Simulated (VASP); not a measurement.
# Al (Fm-3m) in VASP: notebook

Runs on Al. Level: PBE. Tasks: single point.

Program: VASP 6.6.1. These are calculated values, not measurements. Logs are shortened: lines on timing, memory, paths and dates and some standing lists are left out, and cuts for length are marked.

## 1. The cell of the first run

It takes space group Fm-3m (No. 225, cubic). The conventional cell has a = 3.910 Å, b = 3.910 Å, c = 3.910 Å, α = 90.00°, β = 90.00°, γ = 90.00°. Within 3.6 Å of Al (site symmetry m-3m) lie 12 Al at 2.76 Å.

## 2. Single point, PBE

File INCAR:

```
SYSTEM = Al
PREC = Accurate
ENCUT = 520
EDIFF = 1E-6
ISMEAR = 0
SIGMA = 0.1
LREAL = .FALSE.
LASPH = .TRUE.
NELM = 100
ALGO = Normal
ISIF = 2
LWAVE = .FALSE.
LCHARG = .TRUE.
GGA = PE
LELF = .TRUE.
LVHAR = .TRUE.
NBANDS = 8
```

File KPOINTS:

```
regular mesh
0
G
  10 10 10
  0 0 0
```

File POSCAR:

```
Al
1.0
    0.0000000000      1.9549277334      1.9549277334
    1.9549277334      0.0000000000      1.9549277334
    1.9549277334      1.9549277334      0.0000000000
Al
1
Direct
    0.0000000000      0.0000000000      0.0000000000
```

Potentials or basis: VASP PAW PBE potentials, release 64 (Al).

Command:

```
> cat potpaw_PBE.64/Al/POTCAR > POTCAR
> mpirun -np 1 vasp_std > vasp.out
```

OUTCAR:

```text
SYSTEM = Al
   PREC = Accurate
   ENCUT = 520
   EDIFF = 1E-6
   ISMEAR = 0
   LREAL = .FALSE.
   LASPH = .TRUE.
   NELM = 100
   ISIF = 2
   GGA = PE

 ion  position               nearest neighbor table
   1  0.000  0.000  0.000-

  LATTYP: Found a face centered cubic cell.
 ALAT       =     3.9098554668

  Lattice vectors:

 A1 = (   0.0000000000,   1.9549277334,   1.9549277334)
 A2 = (   1.9549277334,   0.0000000000,   1.9549277334)
 A3 = (   1.9549277334,   1.9549277334,   0.0000000000)

Analysis of symmetry for initial positions (statically):
=====================================================================
 Subroutine PRICEL returns:
 Original cell was already a primitive cell.

 Routine SETGRP: Setting up the symmetry group for a
 face centered cubic supercell.

 Subroutine GETGRP returns: Found 48 space group operations
 (whereof 48 operations were pure point group operations)
 out of a pool of 48 trial point group operations.

The static configuration has the point symmetry O_h .

Analysis of symmetry for dynamics (positions and initial velocities):
=====================================================================
 Subroutine PRICEL returns:
 Original cell was already a primitive cell.

 Routine SETGRP: Setting up the symmetry group for a
 face centered cubic supercell.

 Subroutine GETGRP returns: Found 48 space group operations
 (whereof 48 operations were pure point group operations)
 out of a pool of 48 trial point group operations.

The dynamic configuration has the point symmetry O_h .

 Subroutine INISYM returns: Found 48 space group operations
 (whereof 48 operations are pure point group operations),
 and found     1 'primitive' translations

----------------------------------------------------------------------------------------

                                     Primitive cell

  volume of cell :      14.9425

  direct lattice vectors                    reciprocal lattice vectors
     0.000000000  1.954927733  1.954927733    -0.255763930  0.255763930  0.255763930
     1.954927733  0.000000000  1.954927733     0.255763930 -0.255763930  0.255763930
     1.954927733  1.954927733  0.000000000     0.255763930  0.255763930 -0.255763930

  length of vectors
     2.764685314  2.764685314  2.764685314     0.442996122  0.442996122  0.442996122

  position of ions in fractional coordinates (direct lattice)
     0.000000000  0.000000000  0.000000000

  ion indices of the primitive-cell ions
   primitive index   ion index
                 1           1

----------------------------------------------------------------------------------------

 KPOINTS: regular mesh

Automatic generation of k-mesh.
 Grid dimensions read from file:
 generate k-points for:   10   10   10

 Generating k-lattice:

  Cartesian coordinates                     Fractional coordinates (reciprocal lattice)
    -0.025576393  0.025576393  0.025576393     0.100000000  0.000000000  0.000000000
     0.025576393 -0.025576393  0.025576393     0.000000000  0.100000000  0.000000000
     0.025576393  0.025576393 -0.025576393     0.000000000  0.000000000  0.100000000

  Length of vectors
     0.044299612  0.044299612  0.044299612

  Shift w.r.t. Gamma in fractional coordinates (k-lattice)
     0.000000000  0.000000000  0.000000000

 Subroutine IBZKPT returns following result:
 ===========================================

 Found     47 irreducible k-points:

 Following reciprocal coordinates:
            Coordinates               Weight
  0.000000  0.000000  0.000000      1.000000
  0.100000  0.000000  0.000000      8.000000
  0.200000  0.000000  0.000000      8.000000
  0.300000  0.000000  0.000000      8.000000
  0.400000  0.000000  0.000000      8.000000
  0.500000  0.000000  0.000000      4.000000
[... 16 lines left out ...]
  0.300000  0.300000  0.000000      6.000000
  0.400000  0.300000  0.000000     24.000000
 [... further k-points ...]
   k-points           NKPTS =     47   k-points in BZ     NKDIM =     47   number of bands    NBANDS=      8
   number of dos      NEDOS =    301   number of ions     NIONS =      1
   total plane-waves  NPLWV =  13824
   dimension x,y,z NGX =    24 NGY =   24 NGZ =   24
   dimension x,y,z NGXF=    48 NGYF=   48 NGZF=   48
   ions per type =               1
   NGX,Y,Z   is equivalent  to a cutoff of  14.43, 14.43, 14.43 a.u.
   NGXF,Y,Z  is equivalent  to a cutoff of  28.86, 28.86, 28.86 a.u.
 SYSTEM =  Al
   PREC   = accura    normal or accurate (medium, high low for compatibility)
   ISTART =      0    job   : 0-new  1-cont  2-samecut
   ICHARG =      2    charge: 1-file 2-atom 10-const
   ISPIN  =      1    spin polarized calculation?
   LNONCOLLINEAR =      F non collinear calculations
   LSORBIT =      F    spin-orbit coupling
   LASPH  =      T    aspherical Exc in radial PAW
   ENCUT  =  520.0 eV  38.22 Ry    6.18 a.u.   5.14  5.14  5.14*2*pi/ulx,y,z
   NELM   =    100;   NELMIN=  2; NELMDL= -5     # of ELM steps
   EDIFF  = 0.1E-05   stopping-criterion for ELM
   LREAL  =      F    real-space projection
   EDIFFG = 0.1E-04   stopping-criterion for IOM
   NSW    =      0    number of steps for IOM
   IBRION =     -1    ionic relax: 0-MD 1-quasi-New 2-CG
   NFREE  =      0    steps in history (QN), initial steepest desc. (CG)
   ISIF   =      2    stress and relaxation
   ISYM   =      2    0-nonsym 1-usesym 2-fastsym
   POTIM  = 0.5000    time-step for ionic-motion
   TEBEG  =    0.0;   TEEND  =   0.0 temperature during run
   PSTRESS=    0.0 pullay stress
   NELECT =       3.0000    total number of electrons
   NUPDOWN=      -1.0000    fix difference up-down
   EMIN   =  10.00;   EMAX   =-10.00  energy-range for DOS
   EFERMI =   0.00;   METHOD = LEGACY
   ISMEAR =     0;   SIGMA  =   0.10  broadening in eV -4-tet -1-fermi 0-gaus
   EFERMI_NEDOS =   21; number of points for ismear=-14 and -15
   IALGO  =     38    algorithm
   IMIX   =      4    mixing-type and parameters
     AMIX     =   0.40;   BMIX     =  1.00
     AMIX_MAG =   1.60;   BMIX_MAG =  1.00
  volume/ion in A,a.u.               =      14.94       100.84
  Fermi-wavevector in a.u.,A,eV,Ry     =   0.958608  1.811507 12.502801  0.918930
  Thomas-Fermi vector in A             =   2.087731
   LORBIT       =      0    0 simple, 1 ext, 2 COOP (PROOUT), +10 PAW based schemes
   GGA     = PE    functional components
   LHFCALC =     F    Hartree Fock is set to
   AEXX    =    0.0000 exact exchange contribution
   IVDW    =     0    specifies the selected vdW correction
   LEPSILON=     F    determine dielectric tensor
   LRPA    =     F    only Hartree local field effects (RPA)
 non-spin polarized calculation
 Gauss-broadening in eV      SIGMA  =   0.10
  energy-cutoff  :      520.00
  volume of cell :       14.94
 maximum number of plane-waves:       411
 NGX is ok and might be reduce to    24
   NGX = 11   NGY = 11   NGZ = 11

 number of electron       3.0000000 magnetization

 Free energy of the ion-electron system (eV)
  ---------------------------------------------------
  ext. energy  EPLUGINS =         0.00000000
  ---------------------------------------------------
  free energy    TOTEN  =        -3.68976004 eV

  energy without entropy =       -3.68752757  energy(sigma->0) =       -3.68864380

 E-fermi :   9.1579     XC(G=0): -10.5622

 val. band max:        9.0831086000   @ k =  -0.4000   0.4000   0.1000
 cond. band min:       9.2858516217   @ k =  -0.4000   0.4000   0.0000
 fundamental gap:      0.2027430216
 Fermi energy:         9.1579066103

 k-point     1 :       0.0000    0.0000    0.0000
  band No.  band energies     occupation
      1      -2.7646      2.00000
      2      22.2564      0.00000
      3      22.2564      0.00000
      4      22.2564      0.00000
      5      24.5312      0.00000
      6      24.5312      0.00000
      7      24.5312      0.00000
      8      26.2750      0.00000

 k-point     2 :       0.1000    0.0000    0.0000
  band No.  band energies     occupation
      1      -2.4745      2.00000
      2      18.9328      0.00000
      3      21.6600      0.00000
      4      21.6600      0.00000
      5      24.9270      0.00000
      6      25.5859      0.00000
      7      25.5859      0.00000
      8      28.2046      0.00000

 k-point     3 :       0.2000    0.0000    0.0000
  band No.  band energies     occupation
      1      -1.6083      2.00000
      2      14.7180      0.00000
      3      20.9337      0.00000
      4      20.9337      0.00000
      5      24.5356      0.00000
      6      25.8194      0.00000
      7      25.8194      0.00000
      8      27.9141      0.00000

 k-point     4 :       0.3000    0.0000    0.0000
  band No.  band energies     occupation
      1      -0.1775      2.00000
      2      10.8118      0.00000
      3      20.5819      0.00000
      4      20.5819      0.00000
      5      23.9040      0.00000
      6      23.9040      0.00000
      7      24.3053      0.00000
      8      28.1572      0.00000

 k-point     5 :       0.4000    0.0000    0.0000
  band No.  band energies     occupation
      1       1.7980      2.00000
      2       7.3352      2.00000
      3      20.6654      0.00000
      4      20.6654      0.00000
      5      22.4005      0.00000
      6      22.4005      0.00000
      7      24.4768      0.00000
      8      26.5732      0.00000
[... 177 lines left out ...]
 k-point    22 :      -0.2000    0.2000    0.0000
  band No.  band energies     occupation
      1       0.2957      2.00000
      2      12.2489      0.00000
      3      14.0541      0.00000
      4      21.0418      0.00000
      5      23.1744      0.00000
      6      25.2573      0.00000
      7      26.7988      0.00000
      8      27.7359      0.00000

 k-point    23 :       0.3000    0.3000    0.0000
  band No.  band energies     occupation
      1       0.6722      2.00000
      2      15.2859      0.00000
      3      15.8748      0.00000
      4      16.4389      0.00000
      5      16.4389      0.00000
      6      20.5350      0.00000
      7      32.6946      0.00000
      8      34.2147      0.00000

 k-point    24 :       0.4000    0.3000    0.0000
  band No.  band energies     occupation
      1       2.0742      2.00000
      2      12.6190      0.00000
      3      13.2535      0.00000
      4      16.0391      0.00000
      5      17.2908      0.00000
      6      21.4331      0.00000
      7      32.0413      0.00000
      8      34.5907      0.00000

 [... further k-points ...]
[... 5 lines left out ...]
  --------------------------------------------------------------------------------------
  -------------------------------------------------------------------------------------
  Total        0.8364771      0.8364771      0.8364771      0.0000000     -0.0000000     -0.0000000
  in kB       89.6896862     89.6896862     89.6896862      0.0000000     -0.0000000     -0.0000000
  external PRESSURE =      89.6896862 kB  Pullay stress =       0.0000000 kB

 VOLUME and BASIS-vectors are now :
 -----------------------------------------------------------------------------
  energy-cutoff  :      520.00
  volume of cell :       14.94
      direct lattice vectors                 reciprocal lattice vectors
     0.000000000  1.954927733  1.954927733    -0.255763930  0.255763930  0.255763930
     1.954927733  0.000000000  1.954927733     0.255763930 -0.255763930  0.255763930
     1.954927733  1.954927733  0.000000000     0.255763930  0.255763930 -0.255763930

 POSITION                                       TOTAL-FORCE (eV/Angst)
 -----------------------------------------------------------------------------------
      0.00000      0.00000      0.00000        -0.000000      0.000000     -0.000000
 -----------------------------------------------------------------------------------
    total drift:                                0.000000      0.000000      0.000000

  FREE ENERGIE OF THE ION-ELECTRON SYSTEM (eV)
  ---------------------------------------------------
  free  energy   TOTEN  =        -3.6897600393 eV

  energy  without entropy=       -3.6875275706  energy(sigma->0) =       -3.68864380
```

It took 2.3 s on 1 thread of Intel Xeon 6975P-C (Granite Rapids), shared host; peak memory 0.13 GiB.

Results:

```
Free energy : -3.6898 eV
Pressure    : 9.0 GPa
```

## 3. Single point, PBE

This run uses another cell than the first one, of 15.36 Å³/atom, 1.028 times its volume.

File INCAR:

```
ALGO = Normal
EDIFF = 1E-6
ENCUT = 520
GGA = PE
ISIF = 2
ISMEAR = 0
LASPH = True
LCHARG = True
LELF = True
LREAL = False
LVHAR = True
LWAVE = False
NBANDS = 8
NELM = 60
PREC = Accurate
SIGMA = 0.1
```

File KPOINTS:

```
k-points
0
Gamma
  10 10 10
```

File POSCAR:

```
Al
1.0
    0.0000000000      1.9728638521      1.9728638521
    1.9728638521      0.0000000000      1.9728638521
    1.9728638521      1.9728638521      0.0000000000
Al
1
Direct
    0.0000000000      0.0000000000      0.0000000000
```

Potentials or basis: VASP PAW PBE potentials, release 64 (Al).

Command:

```
> cat potpaw_PBE.64/Al/POTCAR > POTCAR
> mpirun -np 1 vasp_std > vasp.out
```

It took 2.3 s on 1 thread of Intel Xeon 6975P-C (Granite Rapids), shared host; peak memory 0.13 GiB.

The run converged. Its results:

- Free energy: -3.7090 eV
- Pressure: 5.9 GPa

Levels at points of the mesh, in eV from the Fermi level:
| k point | band 1 | band 2 | band 3 | band 4 |
| --- | --- | --- | --- | --- |
| (0.00, 0.00, 0.00) | -11.74 | 12.92 | 12.92 | 12.92 |
| (0.50, 0.00, 0.00) | -4.99 | -4.58 | 11.69 | 11.69 |
| (0.50, 0.50, 0.00) | -3.20 | -1.73 | 5.17 | 5.84 |

## 4. Single point, PBE

This run uses another cell than the first one, of 15.77 Å³/atom, 1.056 times its volume.

File INCAR:

```
SYSTEM = Al
  PREC = Accurate
  ENCUT = 520
  EDIFF = 1E-6
  ISMEAR = 0
  SIGMA = 0.1
  LREAL = .FALSE.
  LASPH = .TRUE.
  NELM = 80
  ALGO = Normal
  ISIF = 2
  LWAVE = .FALSE.
  LCHARG = .TRUE.
  GGA = PE
  LELF = .TRUE.
  LVHAR = .TRUE.
  NBANDS = 8
```

File KPOINTS:

```
regular mesh
0
G
  10 10 10
  0 0 0
```

File POSCAR:

```
Al
1.0
    0.0000000000      1.9904796400      1.9904796400
    1.9904796400      0.0000000000      1.9904796400
    1.9904796400      1.9904796400      0.0000000000
Al
1
Direct
    0.0000000000      0.0000000000      0.0000000000
```

Command:

```
> cat potpaw_PBE.64/Al/POTCAR > POTCAR
> mpirun -np 1 vasp_std > vasp.out
```

It took 2.3 s on 1 thread of Intel Xeon 6975P-C (Granite Rapids), shared host; peak memory 0.12 GiB.

Results (log left out):

```yaml
Free_energy: -3.7210 eV
Pressure: 3.4 GPa
```

Levels at points of the mesh, in eV from the Fermi level:
| k point | band 1 | band 2 | band 3 | band 4 | band 5 | band 6 |
| --- | --- | --- | --- | --- | --- | --- |
| (0.00, 0.00, 0.00) | -11.57 | 12.75 | 12.75 | 12.75 | 14.59 | 14.59 |
| (0.50, 0.00, 0.00) | -4.89 | -4.56 | 11.55 | 11.55 | 11.78 | 11.78 |
| (0.50, 0.50, 0.00) | -3.15 | -1.73 | 5.15 | 5.69 | 5.69 | 9.39 |

## 5. Single point, PBE

This run uses another cell than the first one, of 16.19 Å³/atom, 1.083 times its volume.

File INCAR:

```
ALGO     = Normal         # electronic algorithm
EDIFF    = 1E-6           # SCF threshold, eV
ENCUT    = 520            # plane-wave cutoff, eV
GGA      = PE             # functional
ISIF     = 2              # what is computed and relaxed
ISMEAR   = 0              # smearing method
LASPH    = T              # aspherical terms in the spheres
LCHARG   = F              # write CHGCAR
LREAL    = F              # projectors in reciprocal space
LWAVE    = F              # write WAVECAR
NBANDS   = 8              # bands
NELM     = 80             # most SCF steps
PREC     = Accurate       # precision mode
SIGMA    = 0.1            # smearing width, eV
```

File KPOINTS:

```
k-points
0
Gamma
  10 10 10
```

File POSCAR:

```
Al
1.0
    0.0000000000      2.0077890274      2.0077890274
    2.0077890274      0.0000000000      2.0077890274
    2.0077890274      2.0077890274      0.0000000000
Al
1
Direct
    0.0000000000      0.0000000000      0.0000000000
```

Potentials or basis: VASP PAW PBE potentials, release 64 (Al).

Command:

```
> cat potpaw_PBE.64/Al/POTCAR > POTCAR
> mpirun -np 1 vasp_std > vasp.out
```

OUTCAR:

```text
EDIFF = 1E-6
   ENCUT = 520
   GGA = PE
   ISIF = 2
   ISMEAR = 0
   LASPH = T
   LREAL = F
   NELM = 80
   PREC = Accurate

 ion  position               nearest neighbor table
   1  0.000  0.000  0.000-

  LATTYP: Found a face centered cubic cell.
 ALAT       =     4.0155780548

  Lattice vectors:

 A1 = (   0.0000000000,   2.0077890274,   2.0077890274)
 A2 = (   2.0077890274,   0.0000000000,   2.0077890274)
 A3 = (   2.0077890274,   2.0077890274,   0.0000000000)

Analysis of symmetry for initial positions (statically):
=====================================================================
 Subroutine PRICEL returns:
 Original cell was already a primitive cell.

 Routine SETGRP: Setting up the symmetry group for a
 face centered cubic supercell.

 Subroutine GETGRP returns: Found 48 space group operations
 (whereof 48 operations were pure point group operations)
 out of a pool of 48 trial point group operations.

The static configuration has the point symmetry O_h .

Analysis of symmetry for dynamics (positions and initial velocities):
=====================================================================
 Subroutine PRICEL returns:
[... 154 lines left out ...]
  energy without entropy =       -3.72223161  energy(sigma->0) =       -3.72456648

 E-fermi :   8.3283     XC(G=0): -10.2669

 val. band max:        8.3057800561   @ k =  -0.4000   0.4000   0.0000
 cond. band min:       8.4210501953   @ k =  -0.3000   0.2000   0.0000
 fundamental gap:      0.1152701392
 Fermi energy:         8.3283296568

 k-point     1 :       0.0000    0.0000    0.0000
  band No.  band energies     occupation
      1      -3.0672      2.00000
      2      20.9255      0.00000
      3      20.9255      0.00000
      4      20.9255      0.00000
      5      22.5621      0.00000
      6      22.5621      0.00000
      7      22.5621      0.00000
      8      24.8043      0.00000
[... 243 lines left out ...]
 k-point    24 :       0.4000    0.3000    0.0000
  band No.  band energies     occupation
      1       1.5339      2.00000
      2      11.6639      0.00000
      3      12.1432      0.00000
      4      14.7398      0.00000
      5      16.0315      0.00000
      6      19.7144      0.00000
      7      30.0674      0.00000
      8      32.3662      0.00000

 [... further k-points ...]
[... 5 lines left out ...]
  --------------------------------------------------------------------------------------
  -------------------------------------------------------------------------------------
  Total        0.1235387      0.1235387      0.1235387      0.0000000      0.0000000      0.0000000
  in kB       12.2272627     12.2272627     12.2272627      0.0000000      0.0000000      0.0000000
  external PRESSURE =      12.2272627 kB  Pullay stress =       0.0000000 kB

 VOLUME and BASIS-vectors are now :
 -----------------------------------------------------------------------------
  energy-cutoff  :      520.00
  volume of cell :       16.19
      direct lattice vectors                 reciprocal lattice vectors
     0.000000000  2.007789027  2.007789027    -0.249030149  0.249030149  0.249030149
     2.007789027  0.000000000  2.007789027     0.249030149 -0.249030149  0.249030149
     2.007789027  2.007789027  0.000000000     0.249030149  0.249030149 -0.249030149

 POSITION                                       TOTAL-FORCE (eV/Angst)
 -----------------------------------------------------------------------------------
      0.00000      0.00000      0.00000         0.000000      0.000000      0.000000
 -----------------------------------------------------------------------------------
    total drift:                               -0.000000      0.000000      0.000000

  FREE ENERGIE OF THE ION-ELECTRON SYSTEM (eV)
  ---------------------------------------------------
  free  energy   TOTEN  =        -3.7269013584 eV

  energy  without entropy=       -3.7222316074  energy(sigma->0) =       -3.72456648
```

Run time: 2.1 s. Hardware: 1 thread of Intel Xeon 6975P-C (Granite Rapids), shared host; peak memory 0.13 GiB.

What came out:

```
Free energy : -3.7269 eV
Pressure    : 1.2 GPa
```

## 6. The runs side by side

| cell | gap on the mesh (eV) | pressure (GPa) |
| --- | --- | --- |
| a = 2.765 Å, angles 60.0°, 1 atom | none | 9.0 |
| a = 2.790 Å, angles 60.0°, 1 atom | none | 5.9 |
| a = 2.815 Å, angles 60.0°, 1 atom | none | 3.4 |
| a = 2.839 Å, angles 60.0°, 1 atom | none | 1.2 |

Alike in all rows: task single point; level PBE; potentials or basis VASP PAW PBE potentials, release 64 (Al); no spin polarisation; k mesh 10 × 10 × 10; cutoff (eV) 520; smearing gaussian 0.1 eV.

Total energies depend on the potentials used, so only differences within one code and one set of settings carry meaning.
